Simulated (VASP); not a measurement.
# PtS2 (P1) in VASP: notebook

The runs below take PtS2 through single point, with PBEsol.

All numbers are computed with VASP 6.6.1; they aren't measurements. Logs are shortened: lines on timing, memory, paths and dates and some standing lists are left out, and cuts for length are marked.

**1. The cell of the first run**

The typed cell holds 12 atoms: a = 7.105 Å, b = 7.105 Å, c = 5.123 Å, α = 90.00°, β = 90.00°, γ = 120.00°.

**2. Single point, PBEsol**

INCAR

```
ALGO = Normal
EDIFF = 1E-6
ENCUT = 520
GGA = PS
ISIF = 2
ISMEAR = -1
LASPH = T
LCHARG = F
LREAL = F
LWAVE = F
NBANDS = 56
NELM = 80
PREC = Accurate
SIGMA = 0.052
```

KPOINTS

```
k-points
0
Gamma
  3 3 4
```

POSCAR

```
PtS2
1.0
    7.1052831617      0.0000000001      0.0000000000
   -3.5526415809      6.1533557190      0.0000000000
    0.0000000000      0.0000000000      5.1227110462
Pt S
4 8
Direct
   -0.0035970087     -0.0014323892      0.0005422910
    0.0007794770      0.5006419490      0.0039514233
    0.5017335000      0.0006630528      0.0017992426
    0.5012901021      0.5005047881     -0.0014248315
    0.1597184174      0.3282027063      0.2380922892
    0.3324642014      0.1656382381      0.7604600308
    0.1765194573      0.8403050687      0.2341326671
    0.3319507678      0.6687835366      0.7531451540
    0.6725126165      0.3369333896      0.2368964380
    0.8306349833      0.1594370689      0.7590918100
    0.6587794513      0.8294950321      0.2431118970
    0.8350928089      0.6631721269      0.7637309551
```

Potentials or basis: VASP PAW PBE potentials, release 64 (Pt, S).

Command:

```bash
> cat potpaw_PBE.64/Pt/POTCAR potpaw_PBE.64/S/POTCAR > POTCAR
> mpirun -np 1 vasp_std > vasp.out
```

OUTCAR:

```text
EDIFF = 1E-6
   ENCUT = 520
   GGA = PS
   ISIF = 2
   ISMEAR = -1
   LASPH = T
   LREAL = F
   NELM = 80
   PREC = Accurate

 ion  position               nearest neighbor table
   1  0.996  0.999  0.001-  10 2.36   5 2.37  12 2.39   7 2.40   6 2.41  11 2.42
   2  0.001  0.501  0.004-   9 2.35  12 2.37   5 2.37   7 2.40   8 2.41  10 2.45
   3  0.502  0.001  0.002-   7 2.33  11 2.37  10 2.38   9 2.39   6 2.40   8 2.41
   4  0.501  0.501  0.999-  12 2.38  11 2.38   6 2.39   9 2.39   8 2.43   5 2.43
   5  0.160  0.328  0.238-   1 2.37   2 2.37   4 2.43
   6  0.332  0.166  0.760-   4 2.39   3 2.40   1 2.41
   7  0.177  0.840  0.234-   3 2.33   2 2.40   1 2.40
   8  0.332  0.669  0.753-   3 2.41   2 2.41   4 2.43
   9  0.673  0.337  0.237-   2 2.35   3 2.39   4 2.39
  10  0.831  0.159  0.759-   1 2.36   3 2.38   2 2.45
  11  0.659  0.829  0.243-   3 2.37   4 2.38   1 2.42
  12  0.835  0.663  0.764-   2 2.37   4 2.38   1 2.39

  LATTYP: Found a hexagonal cell.
 ALAT       =     7.1052831617
 C/A-ratio  =     0.7209721175

  Lattice vectors:

 A1 = (   7.1052831617,   0.0000000001,   0.0000000000)
 A2 = (  -3.5526415809,   6.1533557190,   0.0000000000)
 A3 = (   0.0000000000,   0.0000000000,   5.1227110462)

Analysis of symmetry for initial positions (statically):
=====================================================================
 Subroutine PRICEL returns:
 Original cell was already a primitive cell.

 Routine SETGRP: Setting up the symmetry group for a
 hexagonal supercell.

 Subroutine GETGRP returns: Found  1 space group operations
 (whereof  1 operations were pure point group operations)
 out of a pool of 24 trial point group operations.

The static configuration has the point symmetry C_1 .

Analysis of symmetry for dynamics (positions and initial velocities):
=====================================================================
 Subroutine PRICEL returns:
 Original cell was already a primitive cell.

 Routine SETGRP: Setting up the symmetry group for a
 hexagonal supercell.

 Subroutine GETGRP returns: Found  1 space group operations
 (whereof  1 operations were pure point group operations)
 out of a pool of 24 trial point group operations.

[... 112 lines left out ...]
   ENCUT  =  520.0 eV  38.22 Ry    6.18 a.u.  13.21 13.21  9.52*2*pi/ulx,y,z
   NELM   =     80;   NELMIN=  2; NELMDL= -5     # of ELM steps
   EDIFF  = 0.1E-05   stopping-criterion for ELM
   LREAL  =      F    real-space projection
[... 7 lines left out ...]
   TEBEG  =    0.0;   TEEND  =   0.0 temperature during run
   PSTRESS=    0.0 pullay stress
   NELECT =      88.0000    total number of electrons
   NUPDOWN=      -1.0000    fix difference up-down
   EMIN   =  10.00;   EMAX   =-10.00  energy-range for DOS
   EFERMI =   0.00;   METHOD = LEGACY
   ISMEAR =    -1;   SIGMA  =   0.05  broadening in eV -4-tet -1-fermi 0-gaus
   EFERMI_NEDOS =   21; number of points for ismear=-14 and -15
   IALGO  =     38    algorithm
   IMIX   =      4    mixing-type and parameters
     AMIX     =   0.40;   BMIX     =  1.00
     AMIX_MAG =   1.60;   BMIX_MAG =  1.00
  volume/ion in A,a.u.               =      18.66       125.95
  Fermi-wavevector in a.u.,A,eV,Ry     =   1.199052  2.265879 19.561441  1.437725
  Thomas-Fermi vector in A             =   2.334925
   LORBIT       =      0    0 simple, 1 ext, 2 COOP (PROOUT), +10 PAW based schemes
   GGA     = PS    functional components
   LHFCALC =     F    Hartree Fock is set to
   AEXX    =    0.0000 exact exchange contribution
   IVDW    =     0    specifies the selected vdW correction
   LEPSILON=     F    determine dielectric tensor
   LRPA    =     F    only Hartree local field effects (RPA)
 non-spin polarized calculation
  energy-cutoff  :      520.00
  volume of cell :      223.97
 maximum number of plane-waves:      6042
 NGX is ok and might be reduce to    54
   NGX = 27   NGY = 27   NGZ = 19

 number of electron      88.0000001 magnetization

 Free energy of the ion-electron system (eV)
  ---------------------------------------------------
  ext. energy  EPLUGINS =         0.00000000
  ---------------------------------------------------
  free energy    TOTEN  =       -67.84197877 eV

  energy without entropy =      -67.84169528  energy(sigma->0) =      -67.84183703

 E-fermi :   6.7182     XC(G=0): -10.7191

 val. band max:        6.3505282364   @ k =   0.0000   0.0000   0.0000
 cond. band min:       7.0914978294   @ k =   0.3333   0.3333   0.0000
 fundamental gap:      0.7409695929
 Fermi energy:         6.7182032275

 k-point     1 :       0.0000    0.0000    0.0000
  band No.  band energies     occupation
      1      -8.7937      2.00000
      2      -6.9450      2.00000
      3      -6.8884      2.00000
      4      -6.8758      2.00000
      5      -6.7062      2.00000
      6      -6.6573      2.00000
[... 1110 lines left out ...]
     55      12.5345      0.00000
     56      13.2519      0.00000

------------------------ aborting loop because EDIFF is reached ----------------------------------------

  FORCE on cell =-STRESS in cart. coord.  units (eV):
  Direction    XX          YY          ZZ          XY          YZ          ZX
  --------------------------------------------------------------------------------------
  -------------------------------------------------------------------------------------
  Total       -1.3389606     -2.2357354     -2.8459771     -0.0246207     -0.8425418      0.0348221
  in kB       -9.5782269    -15.9932862    -20.3586373     -0.1761240     -6.0271051      0.2490991
  external PRESSURE =     -15.3100501 kB  Pullay stress =       0.0000000 kB

 VOLUME and BASIS-vectors are now :
 -----------------------------------------------------------------------------
  energy-cutoff  :      520.00
  volume of cell :      223.97
      direct lattice vectors                 reciprocal lattice vectors
     7.105283162  0.000000000  0.000000000     0.140740345  0.081256476  0.000000000
    -3.552641581  6.153355719  0.000000000    -0.000000000  0.162512952  0.000000000
     0.000000000  0.000000000  5.122711046     0.000000000  0.000000000  0.195209137

 POSITION                                       TOTAL-FORCE (eV/Angst)
 -----------------------------------------------------------------------------------
      3.53217      6.14454      0.00278         0.449456     -0.197102      0.055098
     -1.77306      3.08063      0.02024         0.260632     -0.028071     -0.622024
      3.56260      0.00408      0.00922        -0.122199      0.131323     -0.496890
      1.78369      3.07978      5.11541        -0.374077     -0.279585      0.053799
     -0.03114      2.01955      1.21968         0.401443      0.301490     -0.185109
      1.77380      1.01923      3.89562         0.012910      0.079736      0.258326
     -1.73108      5.17070      1.19939        -0.589411     -0.364610      0.167784
     -0.01734      4.11526      3.85814         0.167228     -0.188563      0.655279
      3.58139      2.07327      1.21355        -0.345549     -0.189739      0.013969
      5.33547      0.98107      3.88861        -0.111204      0.447498      0.337091
      1.73392      5.10418      1.24539         0.443026      0.069389     -0.372022
      3.57756      4.08073      3.91237        -0.192252      0.218234      0.134698
 -----------------------------------------------------------------------------------
    total drift:                               -0.000081     -0.000073      0.000237

  FREE ENERGIE OF THE ION-ELECTRON SYSTEM (eV)
  ---------------------------------------------------
  free  energy   TOTEN  =       -67.8419787684 eV

  energy  without entropy=      -67.8416952818  energy(sigma->0) =      -67.84183703
```

OSZICAR:

```text
N       E                     dE             d eps       ncg     rms          rms(c)
DAV:   1     0.525303795745E+03    0.52530E+03   -0.41257E+04  2128   0.142E+03
DAV:   2    -0.313715387543E+02   -0.55668E+03   -0.53497E+03  2464   0.279E+02
DAV:   3    -0.722465501021E+02   -0.40875E+02   -0.39521E+02  2576   0.719E+01
DAV:   4    -0.732415682538E+02   -0.99502E+00   -0.99161E+00  2480   0.126E+01
DAV:   5    -0.732684882792E+02   -0.26920E-01   -0.26908E-01  2624   0.200E+00    0.362E+01
DAV:   6    -0.688647518797E+02    0.44037E+01   -0.27536E+01  2248   0.312E+01    0.242E+01
DAV:   7    -0.679495617253E+02    0.91519E+00   -0.54014E+00  2208   0.145E+01    0.103E+01
DAV:   8    -0.678858148477E+02    0.63747E-01   -0.57311E-01  2424   0.255E+00    0.326E+00
DAV:   9    -0.678408413401E+02    0.44974E-01   -0.10801E-01  2328   0.216E+00    0.705E-01
DAV:  10    -0.678418197231E+02   -0.97838E-03   -0.16770E-02  2456   0.509E-01    0.372E-01
DAV:  11    -0.678418988378E+02   -0.79115E-04   -0.60306E-04  2544   0.135E-01    0.222E-01
DAV:  12    -0.678419781817E+02   -0.79344E-04   -0.28179E-04  2504   0.934E-02    0.560E-02
DAV:  13    -0.678419802038E+02   -0.20221E-05   -0.26780E-05  2416   0.238E-02    0.387E-02
DAV:  14    -0.678419784246E+02    0.17792E-05   -0.64367E-06  2384   0.108E-02    0.244E-02
DAV:  15    -0.678419787684E+02   -0.34373E-06   -0.22356E-06  1424   0.777E-03
   1 F= -.67841979E+02 E0= -.67841837E+02  d E =-.283487E-03
```

It took 2.9 min on 1 thread of Intel Xeon Platinum 8488C (Sapphire Rapids), shared host; peak memory 0.42 GiB.

Results:

* Free energy: -67.8420 eV
* Pressure: -1.5 GPa
* Largest force: 0.713 eV/Å
* Band gap on the k mesh: 0.74 eV

Forces on the atoms (eV/Å):
```
Pt   0.449 -0.197  0.055
Pt   0.261 -0.028 -0.622
Pt  -0.122  0.131 -0.497
Pt  -0.374 -0.280  0.054
S    0.401  0.301 -0.185
S    0.013  0.080  0.258
S   -0.589 -0.365  0.168
S    0.167 -0.189  0.655
S   -0.346 -0.190  0.014
S   -0.111  0.447  0.337
S    0.443  0.069 -0.372
S   -0.192  0.218  0.135
```

Stress tensor (GPa, compression positive):
```
-0.96 -0.02  0.02
-0.02 -1.60 -0.60
 0.02 -0.60 -2.04
```

Caveat: the atoms stand as in a frame of molecular dynamics; the PAW data sets were made with another functional, which shifts forces and pressure a little; spin-orbit coupling is left out, which moves the levels of the heavy elements; an odd mesh through Γ misses points on the zone boundary, where band edges can lie.

**3. Single point, PBEsol**

INCAR

```
SYSTEM = PtS2
PREC = Accurate
ENCUT = 520
EDIFF = 1E-6
ISMEAR = -1
SIGMA = 0.052
LREAL = .FALSE.
LASPH = .TRUE.
NELM = 100
ALGO = Normal
ISIF = 2
LWAVE = .FALSE.
LCHARG = .FALSE.
GGA = PS
NBANDS = 56
```

KPOINTS

```
Automatic mesh
0
G
  3 3 4
  0 0 0
```

POSCAR

```
PtS2
1.0
    7.1052831617      0.0000000001      0.0000000000
   -3.5526415809      6.1533557190      0.0000000000
    0.0000000000      0.0000000000      5.1227110462
Pt S
4 8
Direct
   -0.0077573794     -0.0029821127      0.0021927842
    0.0014256190      0.5003720150      0.0077943104
    0.5022690956      0.0011096384      0.0037181484
    0.5023623555      0.5005818192     -0.0015743617
    0.1538488178      0.3240423748      0.2344582759
    0.3312652256      0.1656874796      0.7613009918
    0.1842241290      0.8473389542      0.2284218238
    0.3304709990      0.6700332612      0.7475492889
    0.6765551708      0.3400911788      0.2343721887
    0.8269456972      0.1521215484      0.7561488370
    0.6510695765      0.8267745653      0.2488319151
    0.8375633215      0.6606114104      0.7662142105
```

Potentials or basis: VASP PAW PBE potentials, release 64 (Pt, S).

Command:

```bash
> cat potpaw_PBE.64/Pt/POTCAR potpaw_PBE.64/S/POTCAR > POTCAR
> mpirun -np 1 vasp_std > vasp.out
```

Run time: 2.8 min. Hardware: 1 thread of Intel Xeon Platinum 8488C (Sapphire Rapids), shared host; peak memory 0.43 GiB.

It converged, with:

```yaml
Free_energy: -67.5801 eV
Pressure: -1.0 GPa
Largest_force: 1.580 eV/Å
Band_gap_on_the_k_mesh: 0.65 eV
```

Forces in eV/Å, atoms in the order of the input:
```
Pt   0.863 -0.352 -0.059
Pt   0.377  0.107 -1.223
Pt  -0.100  0.324 -1.046
Pt  -0.671 -0.391  0.023
S    0.738  0.516  0.089
S    0.042  0.087  0.224
S   -1.153 -0.812  0.713
S    0.283 -0.312  0.968
S   -0.598 -0.393  0.302
S   -0.184  0.788  0.457
S    0.829  0.066 -0.541
S   -0.425  0.372  0.092
```

Stress tensor (GPa, compression positive):
```
-0.06 -0.06  0.08
-0.06 -1.45 -1.27
 0.08 -1.27 -1.59
```

Levels at points of the mesh, in eV from the valence-band top:
| k point | band 41 | band 42 | band 43 | band 44 | band 45 | band 46 | band 47 | band 48 |
| --- | --- | --- | --- | --- | --- | --- | --- | --- |
| (0.00, 0.00, 0.00) | -1.99 | -1.04 | -0.94 | -0.01 | 1.39 | 1.48 | 1.53 | 2.03 |
| (0.00, 0.00, 0.50) | -1.35 | -1.25 | -1.19 | -1.10 | 1.57 | 1.71 | 1.76 | 2.07 |

Caveat: the atoms stand as in a frame of molecular dynamics; the PAW data sets were made with another functional, which shifts forces and pressure a little; spin-orbit coupling is left out, which moves the levels of the heavy elements; an odd mesh through Γ misses points on the zone boundary, where band edges can lie.
